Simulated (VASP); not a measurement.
# GaN (ke600) (F-43m) in VASP: notebook

GaN (ke600) is run at these levels: LDA; tasks: single point, relaxation of cell and atoms.

Program: VASP 6.6.1. These are calculated values, not measurements. Logs are shortened: lines on timing, memory, paths and dates and some standing lists are left out, and cuts for length are marked.

### Step 1. The cell of the first run

It takes space group F-43m (No. 216, cubic). The conventional cell has a = 4.507 Å, b = 4.507 Å, c = 4.507 Å, α = 90.00°, β = 90.00°, γ = 90.00°. Ga (site symmetry -43m) has 4 N at 1.95 Å within 2.6 Å. Within 2.6 Å of N (site symmetry -43m) lie 4 Ga at 1.95 Å.

### Step 2. Single point, LDA

INCAR reads:

```
PREC = Accurate
ENCUT = 520
EDIFF = 1E-7
ISMEAR = 0
SIGMA = 0.1
LREAL = False
LASPH = True
NELM = 80
ALGO = Normal
ISIF = 2
LWAVE = False
LCHARG = True
GGA = CA
LELF = True
LVHAR = True
NBANDS = 16
```

KPOINTS reads:

```
Automatic mesh
0
Gamma
  8 8 8
```

POSCAR reads:

```
GaN
1.0
    0.0000000000      2.2535006100      2.2535006100
    2.2535006100      0.0000000000      2.2535006100
    2.2535006100      2.2535006100      0.0000000000
Ga N
1 1
Direct
    0.0000000000      0.0000000000      0.0000000000
    0.2500000000      0.2500000000      0.2500000000
```

Potentials or basis: VASP PAW LDA potentials, release 64 (Ga_d, N).

Command:

```
$ cat potpaw_LDA.64/Ga_d/POTCAR potpaw_LDA.64/N/POTCAR > POTCAR
$ mpirun -np 1 vasp_std > vasp.out
```

OUTCAR:

```text
PREC = Accurate
   ENCUT = 520
   EDIFF = 1E-7
   ISMEAR = 0
   LREAL = False
   LASPH = True
   NELM = 80
   ISIF = 2
   GGA = CA

 ion  position               nearest neighbor table
   1  0.000  0.000  0.000-   2 1.95   2 1.95   2 1.95   2 1.95
   2  0.250  0.250  0.250-   1 1.95   1 1.95   1 1.95   1 1.95

  LATTYP: Found a face centered cubic cell.
 ALAT       =     4.5070012200

  Lattice vectors:

 A1 = (   0.0000000000,   2.2535006100,   2.2535006100)
 A2 = (   2.2535006100,   0.0000000000,   2.2535006100)
 A3 = (   2.2535006100,   2.2535006100,   0.0000000000)

Analysis of symmetry for initial positions (statically):
=====================================================================
 Subroutine PRICEL returns:
 Original cell was already a primitive cell.

 Routine SETGRP: Setting up the symmetry group for a
 face centered cubic supercell.

 Subroutine GETGRP returns: Found 24 space group operations
 (whereof 24 operations were pure point group operations)
 out of a pool of 48 trial point group operations.

The static configuration has the point symmetry T_d .

Analysis of symmetry for dynamics (positions and initial velocities):
=====================================================================
 Subroutine PRICEL returns:
 Original cell was already a primitive cell.

 Routine SETGRP: Setting up the symmetry group for a
 face centered cubic supercell.

 Subroutine GETGRP returns: Found 24 space group operations
 (whereof 24 operations were pure point group operations)
 out of a pool of 48 trial point group operations.

The dynamic configuration has the point symmetry T_d .

 Subroutine INISYM returns: Found 24 space group operations
 (whereof 24 operations are pure point group operations),
 and found     1 'primitive' translations

----------------------------------------------------------------------------------------

                                     Primitive cell

  volume of cell :      22.8877

  direct lattice vectors                    reciprocal lattice vectors
     0.000000000  2.253500610  2.253500610    -0.221877020  0.221877020  0.221877020
     2.253500610  0.000000000  2.253500610     0.221877020 -0.221877020  0.221877020
     2.253500610  2.253500610  0.000000000     0.221877020  0.221877020 -0.221877020

  length of vectors
     3.186931125  3.186931125  3.186931125     0.384302272  0.384302272  0.384302272

  position of ions in fractional coordinates (direct lattice)
     0.000000000  0.000000000  0.000000000
     0.250000000  0.250000000  0.250000000

  ion indices of the primitive-cell ions
   primitive index   ion index
                 1           1
                 2           2

----------------------------------------------------------------------------------------

 KPOINTS: Automatic mesh

Automatic generation of k-mesh.
 Grid dimensions read from file:
 generate k-points for:    8    8    8

 Generating k-lattice:

  Cartesian coordinates                     Fractional coordinates (reciprocal lattice)
    -0.027734628  0.027734628  0.027734628     0.125000000  0.000000000  0.000000000
     0.027734628 -0.027734628  0.027734628     0.000000000  0.125000000  0.000000000
     0.027734628  0.027734628 -0.027734628     0.000000000  0.000000000  0.125000000

  Length of vectors
     0.048037784  0.048037784  0.048037784

  Shift w.r.t. Gamma in fractional coordinates (k-lattice)
     0.000000000  0.000000000  0.000000000

 Subroutine IBZKPT returns following result:
 ===========================================

 Found     29 irreducible k-points:

 Following reciprocal coordinates:
            Coordinates               Weight
  0.000000  0.000000  0.000000      1.000000
  0.125000  0.000000  0.000000      8.000000
  0.250000  0.000000  0.000000      8.000000
  0.375000  0.000000  0.000000      8.000000
  0.500000  0.000000  0.000000      4.000000
  0.125000  0.125000  0.000000      6.000000
[... 16 lines left out ...]
  0.500000  0.250000  0.125000     48.000000
 -0.375000  0.250000  0.125000     24.000000
 [... further k-points ...]
   k-points           NKPTS =     29   k-points in BZ     NKDIM =     29   number of bands    NBANDS=     16
   number of dos      NEDOS =    301   number of ions     NIONS =      2
   total plane-waves  NPLWV =  13824
   dimension x,y,z NGX =    24 NGY =   24 NGZ =   24
   dimension x,y,z NGXF=    48 NGYF=   48 NGZF=   48
   ions per type =               1   1
   NGX,Y,Z   is equivalent  to a cutoff of  12.52, 12.52, 12.52 a.u.
   NGXF,Y,Z  is equivalent  to a cutoff of  25.04, 25.04, 25.04 a.u.
 SYSTEM =  unknown system
   PREC   = accura    normal or accurate (medium, high low for compatibility)
   ISTART =      0    job   : 0-new  1-cont  2-samecut
   ICHARG =      2    charge: 1-file 2-atom 10-const
   ISPIN  =      1    spin polarized calculation?
   LNONCOLLINEAR =      F non collinear calculations
   LSORBIT =      F    spin-orbit coupling
   LASPH  =      T    aspherical Exc in radial PAW
   ENCUT  =  520.0 eV  38.22 Ry    6.18 a.u.   5.93  5.93  5.93*2*pi/ulx,y,z
   NELM   =     80;   NELMIN=  2; NELMDL= -5     # of ELM steps
   EDIFF  = 0.1E-06   stopping-criterion for ELM
   LREAL  =      F    real-space projection
   EDIFFG = 0.1E-05   stopping-criterion for IOM
   NSW    =      0    number of steps for IOM
   IBRION =     -1    ionic relax: 0-MD 1-quasi-New 2-CG
   NFREE  =      0    steps in history (QN), initial steepest desc. (CG)
   ISIF   =      2    stress and relaxation
   ISYM   =      2    0-nonsym 1-usesym 2-fastsym
   POTIM  = 0.5000    time-step for ionic-motion
   TEBEG  =    0.0;   TEEND  =   0.0 temperature during run
   PSTRESS=    0.0 pullay stress
   NELECT =      18.0000    total number of electrons
   NUPDOWN=      -1.0000    fix difference up-down
   EMIN   =  10.00;   EMAX   =-10.00  energy-range for DOS
   EFERMI =   0.00;   METHOD = LEGACY
   ISMEAR =     0;   SIGMA  =   0.10  broadening in eV -4-tet -1-fermi 0-gaus
   EFERMI_NEDOS =   21; number of points for ismear=-14 and -15
   IALGO  =     38    algorithm
   IMIX   =      4    mixing-type and parameters
     AMIX     =   0.40;   BMIX     =  1.00
     AMIX_MAG =   1.60;   BMIX_MAG =  1.00
  volume/ion in A,a.u.               =      11.44        77.23
  Fermi-wavevector in a.u.,A,eV,Ry     =   1.511117  2.855596 31.068543  2.283473
  Thomas-Fermi vector in A             =   2.621216
   LORBIT       =      0    0 simple, 1 ext, 2 COOP (PROOUT), +10 PAW based schemes
   GGA     = CA    functional components
   LHFCALC =     F    Hartree Fock is set to
   AEXX    =    0.0000 exact exchange contribution
   IVDW    =     0    specifies the selected vdW correction
   LEPSILON=     F    determine dielectric tensor
   LRPA    =     F    only Hartree local field effects (RPA)
 non-spin polarized calculation
 Gauss-broadening in eV      SIGMA  =   0.10
  energy-cutoff  :      520.00
  volume of cell :       22.89
 maximum number of plane-waves:       636
   NGX = 11   NGY = 11   NGZ = 11

 number of electron      18.0000002 magnetization

 Free energy of the ion-electron system (eV)
  ---------------------------------------------------
  ext. energy  EPLUGINS =         0.00000000
  ---------------------------------------------------
  free energy    TOTEN  =       -13.93260920 eV

  energy without entropy =      -13.93260920  energy(sigma->0) =      -13.93260920

 E-fermi :   5.4361     XC(G=0): -12.1182

 val. band max:        5.0313136216   @ k =   0.0000   0.0000   0.0000
 cond. band min:       6.7787744273   @ k =   0.0000   0.0000   0.0000
 fundamental gap:      1.7474608057
 Fermi energy:         5.4360521488

 k-point     1 :       0.0000    0.0000    0.0000
  band No.  band energies     occupation
      1     -10.7717      2.00000
      2      -8.5221      2.00000
      3      -8.5221      2.00000
      4      -8.5221      2.00000
      5      -8.2042      2.00000
      6      -8.2042      2.00000
[... 8 lines left out ...]
     15      23.7124      0.00000
     16      23.7124      0.00000

 k-point     2 :       0.1250    0.0000    0.0000
  band No.  band energies     occupation
      1     -10.6021      2.00000
      2      -8.5016      2.00000
      3      -8.5016      2.00000
      4      -8.4543      2.00000
      5      -8.2058      2.00000
      6      -8.2058      2.00000
[... 8 lines left out ...]
     15      22.1624      0.00000
     16      22.1624      0.00000

 k-point     3 :       0.2500    0.0000    0.0000
  band No.  band energies     occupation
      1     -10.2363      2.00000
      2      -8.4614      2.00000
      3      -8.4614      2.00000
      4      -8.1994      2.00000
      5      -8.1994      2.00000
      6      -8.1278      2.00000
[... 8 lines left out ...]
     15      21.7684      0.00000
     16      21.7684      0.00000

 k-point     4 :       0.3750    0.0000    0.0000
  band No.  band energies     occupation
      1      -9.9844      2.00000
      2      -8.4391      2.00000
      3      -8.4391      2.00000
      4      -8.1735      2.00000
      5      -8.1735      2.00000
      6      -7.3792      2.00000
[... 8 lines left out ...]
     15      23.1424      0.00000
     16      23.1424      0.00000
[... 324 lines left out ...]
 k-point    22 :       0.3750    0.2500    0.1250
  band No.  band energies     occupation
      1     -10.0210      2.00000
      2      -8.4182      2.00000
      3      -8.3989      2.00000
      4      -8.2844      2.00000
      5      -8.1755      2.00000
      6      -7.7388      2.00000
[... 8 lines left out ...]
     15      23.9840      0.00000
     16      26.1746      0.00000

 k-point    23 :       0.5000    0.2500    0.1250
  band No.  band energies     occupation
      1      -9.8702      2.00000
      2      -8.4137      2.00000
      3      -8.3679      2.00000
      4      -8.2512      2.00000
      5      -8.1693      2.00000
      6      -6.9789      2.00000
[... 8 lines left out ...]
     15      24.0538      0.00000
     16      26.0098      0.00000

 k-point    24 :      -0.3750    0.2500    0.1250
  band No.  band energies     occupation
      1      -9.8291      2.00000
      2      -8.4195      2.00000
      3      -8.3565      2.00000
      4      -8.2245      2.00000
      5      -8.1710      2.00000
      6      -6.4836      2.00000
[... 8 lines left out ...]
     15      23.6684      0.00000
     16      25.9214      0.00000

 [... further k-points ...]

------------------------ aborting loop because EDIFF is reached ----------------------------------------

  FORCE on cell =-STRESS in cart. coord.  units (eV):
  Direction    XX          YY          ZZ          XY          YZ          ZX
  --------------------------------------------------------------------------------------
  -------------------------------------------------------------------------------------
  Total       -0.7906839     -0.7906839     -0.7906839      0.0000000     -0.0000000      0.0000000
  in kB      -55.3490812    -55.3490812    -55.3490812      0.0000000     -0.0000000      0.0000000
  external PRESSURE =     -55.3490812 kB  Pullay stress =       0.0000000 kB

 VOLUME and BASIS-vectors are now :
 -----------------------------------------------------------------------------
  energy-cutoff  :      520.00
  volume of cell :       22.89
      direct lattice vectors                 reciprocal lattice vectors
     0.000000000  2.253500610  2.253500610    -0.221877020  0.221877020  0.221877020
     2.253500610  0.000000000  2.253500610     0.221877020 -0.221877020  0.221877020
     2.253500610  2.253500610  0.000000000     0.221877020  0.221877020 -0.221877020

 POSITION                                       TOTAL-FORCE (eV/Angst)
 -----------------------------------------------------------------------------------
      0.00000      0.00000      0.00000         0.000000     -0.000000     -0.000000
      1.12675      1.12675      1.12675        -0.000000      0.000000      0.000000
 -----------------------------------------------------------------------------------
    total drift:                                0.000002      0.000002      0.000002

  FREE ENERGIE OF THE ION-ELECTRON SYSTEM (eV)
  ---------------------------------------------------
  free  energy   TOTEN  =       -13.9326092044 eV

  energy  without entropy=      -13.9326092044  energy(sigma->0) =      -13.93260920
```

Wall time 8.6 s (1 thread of Intel Xeon 8259CL, shared host); peak memory 0.13 GiB.

What came out:

| Item | Value |
| --- | --- |
| Free energy | -13.9326 eV |
| Pressure | -5.5 GPa |
| Band gap on the k mesh | 1.75 eV, direct |

### Step 3. Single point, LDA

This run uses another cell than the first one, of 11.05 Å³/atom, 0.966 times its volume.

INCAR reads:

```
PREC     = Accurate       # precision mode
ENCUT    = 520            # plane-wave cutoff, eV
EDIFF    = 1E-7           # SCF threshold, eV
ISMEAR   = 0              # smearing method
SIGMA    = 0.02           # smearing width, eV
LREAL    = F              # projectors in reciprocal space
LASPH    = T              # aspherical terms in the spheres
NELM     = 100            # most SCF steps
ALGO     = Normal         # electronic algorithm
ISIF     = 2              # what is computed and relaxed
LWAVE    = F              # write WAVECAR
LCHARG   = T              # write CHGCAR
LELF     = T              # ELF
LVHAR    = T            
NBANDS   = 16             # bands
```

KPOINTS reads:

```
regular mesh
0
Gamma
  10 10 10
```

POSCAR reads:

```
GaN
1.0
    0.0000000000      2.2275708004      2.2275708004
    2.2275708004      0.0000000000      2.2275708004
    2.2275708004      2.2275708004      0.0000000000
Ga N
1 1
Direct
    0.0000000000      0.0000000000      0.0000000000
    0.2500000000      0.2500000000      0.2500000000
```

Potentials or basis: VASP PAW LDA potentials, release 64 (Ga_d, N).

Command:

```
$ cat potpaw_LDA.64/Ga_d/POTCAR potpaw_LDA.64/N/POTCAR > POTCAR
$ mpirun -np 1 vasp_std > vasp.out
```

It took 13 s on 1 thread of Intel Xeon 8259CL, shared host; peak memory 0.14 GiB.

It converged, with:

```yaml
Free_energy: -13.9438 eV
Pressure: 1.1 GPa
Band_gap_on_the_k_mesh: 1.97 eV, direct
```

Levels at points of the mesh, in eV from the valence-band top:
```tsv
k point	band 5	band 6	band 7	band 8	band 9	band 10	band 11	band 12	band 13	band 14
(0.00, 0.00, 0.00)	-13.24	-13.24	0.00	0.00	0.00	1.97	10.33	10.33	10.33	17.77
(0.50, 0.00, 0.00)	-13.18	-11.86	-7.35	-1.02	-1.02	4.78	8.77	10.38	10.38	15.69
(0.50, 0.50, 0.00)	-13.15	-11.38	-6.35	-2.86	-2.86	3.26	6.69	11.75	14.12	14.12
```

(Continued in part 2 of 2.)
